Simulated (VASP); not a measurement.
The system is CaPtS3.

```
Ca Pt S
1.0
     4.68411    0.00000    0.00000
     0.00000    4.68411    0.00000
     0.00000    0.00000    4.68411
Ca Pt S
1 1 3
Direct
  0.50000 0.50000 0.48448
  0.00000 0.00000 0.98448
  0.00000 0.50000 0.00000
  0.50000 0.00000 0.00000
  0.00000 0.00000 0.50000
```

```yaml
Program: VASP 6.6.1
Task: relaxation of cell and atoms
Functional: PBE
Potentials_or_basis: VASP PAW PBE potentials, release 64 (Ca_sv, Pt, S)
Cutoff: 600 eV
k_mesh: 4 × 4 × 4
Occupations: gaussian, width 0.1 eV
Spin: no spin polarisation
```

At the start: pressure 5.2 GPa; volume 20.55 Å³/atom.

Q: How do energy, volume and symmetry change on relaxing?

A: Over 53 steps the energy falls by 188.1 meV/atom and the volume is 22.52 Å³/atom (+9.6 %); space group P4mm (No. 99, to 0.05 Å).

The path:
| step | energy change (eV) | largest force (eV/Å) | pressure (GPa) | volume (Å³) |
| --- | --- | --- | --- | --- |
| 1 | 0.0000 | 0.9766 | 5.16 | 102.77 |
| 3 | -0.1086 | 0.2262 | -0.24 | 108.70 |
| 5 | -0.1144 | 0.2071 | 0.01 | 108.34 |
| 7 | -0.1279 | 1.3983 | 1.92 | 106.19 |
| 9 | -0.1354 | 0.9191 | 1.12 | 106.98 |
| 11 | -0.1460 | 1.0542 | 1.19 | 106.91 |
| 13 | -0.1852 | 1.4739 | 1.51 | 106.60 |
| 15 | -0.2146 | 1.9870 | 1.77 | 106.25 |
| 17 | -0.3232 | 2.0095 | 0.45 | 106.83 |
| 19 | -0.3366 | 2.1384 | 0.07 | 107.04 |
| 21 | -0.4618 | 1.4206 | -0.87 | 107.17 |
| 23 | -0.5226 | 0.5329 | -1.40 | 107.36 |
| 25 | -0.5519 | 0.4045 | 0.78 | 104.84 |
| 27 | -0.5661 | 0.3128 | 1.03 | 104.77 |
| 29 | -0.6092 | 0.7350 | 0.84 | 106.85 |
| 31 | -0.6389 | 0.4605 | -0.28 | 108.10 |
| 33 | -0.6789 | 0.4862 | -2.48 | 112.52 |
| 35 | -0.7880 | 0.3786 | -2.48 | 114.30 |
| 37 | -0.7170 | 1.3892 | 0.04 | 119.81 |
| 39 | -0.8794 | 0.5147 | -1.69 | 116.94 |
| 41 | -0.9129 | 0.3998 | 0.02 | 114.67 |
| 43 | -0.9265 | 0.2100 | -0.49 | 114.84 |
| 45 | -0.9286 | 0.3120 | -0.78 | 114.95 |
| 47 | -0.9378 | 0.1040 | 0.06 | 113.13 |
| 49 | -0.9387 | 0.1007 | 0.04 | 113.01 |
| 51 | -0.9392 | 0.1060 | -0.14 | 113.10 |
| 53 | -0.9405 | 0.0201 | -0.04 | 112.59 |

Final structure:
```
Ca Pt S
1.0
     4.38369    0.00000    0.00000
     0.00000    4.38369    0.00000
     0.00000    0.00000    5.85918
Ca Pt S
1 1 3
Direct
  0.50000 0.50000 0.38585
  0.00000 0.00000 0.92397
  0.00000 0.50000 0.06747
  0.50000 0.00000 0.06747
  0.00000 0.00000 0.52420
```
